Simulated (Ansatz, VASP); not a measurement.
## MoS2: VASP beside Ansatz

INCAR

```
SYSTEM = MoS2
ALGO = Normal
EDIFF = 1E-7
ENCUT = 520
GGA = PE
ISIF = 2
ISMEAR = 0
IVDW = 12
LASPH = .TRUE.
LCHARG = .FALSE.
LREAL = .FALSE.
LWAVE = .FALSE.
NBANDS = 35
NELM = 60
PREC = Accurate
SIGMA = 0.05
```

Contents of KPOINTS:

```
k-points
0
G
  12 12 4
  0 0 0
```

POSCAR

```
MoS2
1.0
    3.1021108587      0.0000000000      0.0000000000
   -1.5510554294      2.6865068090      0.0000000000
    0.0000000000      0.0000000000     11.9093925757
Mo S
2 4
Direct
    0.3333333333      0.6666666667      0.2500000000
    0.6666666667      0.3333333333      0.7500000000
    0.3333333333      0.6666666667      0.6204905688
    0.6666666667      0.3333333333      0.1204905688
    0.3333333333      0.6666666667      0.8795094312
    0.6666666667      0.3333333333      0.3795094312
```

Input for Ansatz:

```yaml
crystal:
  lattice:
    - [3.1021108587, 0.0, 0.0]
    - [-1.5510554294, 2.686506809, 0.0]
    - [0.0, 0.0, 11.9093925757]
  atoms:
    - { symbol: Mo, position: [0.3333333333, 0.6666666667, 0.25] }
    - { symbol: Mo, position: [0.6666666667, 0.3333333333, 0.75] }
    - { symbol: S, position: [0.3333333333, 0.6666666667, 0.6204905688] }
    - { symbol: S, position: [0.6666666667, 0.3333333333, 0.1204905688] }
    - { symbol: S, position: [0.3333333333, 0.6666666667, 0.8795094312] }
    - { symbol: S, position: [0.6666666667, 0.3333333333, 0.3795094312] }
basis:
  ecutwfc: 420
kpoints:
  mp_grid: { grid: [12, 12, 4] }
hamiltonian:
  xc: pbe
  dispersion: d3bj
scf:
  occupations: { method: gaussian, width: 0.05 }
output:
  forces: true
  stress: true
  eigenvalues: true
```

Change from the starting cell: strain -0.015 along x and y, -0.015 along z, atoms carried along.

Alike in both runs: task single point; functional PBE; dispersion D3(BJ); k mesh 12 × 12 × 4; occupations gaussian, width 0.05 eV; no spin polarisation.

|  | VASP | Ansatz |
| --- | --- | --- |
| version | VASP 6.6.1 | Ansatz 0.2.0 |
| potentials or method | VASP PAW PBE potentials, release 64 (Mo_sv, S), cutoff 520 eV | scalar-relativistic, plane waves, PAW |
| valence electrons in the cell | 52 | 52 |

|  | VASP | Ansatz | Ansatz less VASP |
| --- | --- | --- | --- |
| gap on the k mesh at the Fermi level (eV) | 0.75 | 0.73 | -0.018 |
| least direct gap on the mesh (eV) | 1.81 | 1.80 | -0.005 |
| pressure (GPa) | 7.6 | 7.8 | +0.17 |
| traceless stress, the component that is largest in VASP (GPa) | 0.56 | 0.61 | +0.050 |
| rms of the force components (eV/Å) | 0.358 | 0.367 | +0.0087 |

Atom by atom the forces differ by 0.009 eV/Å (rms over components).
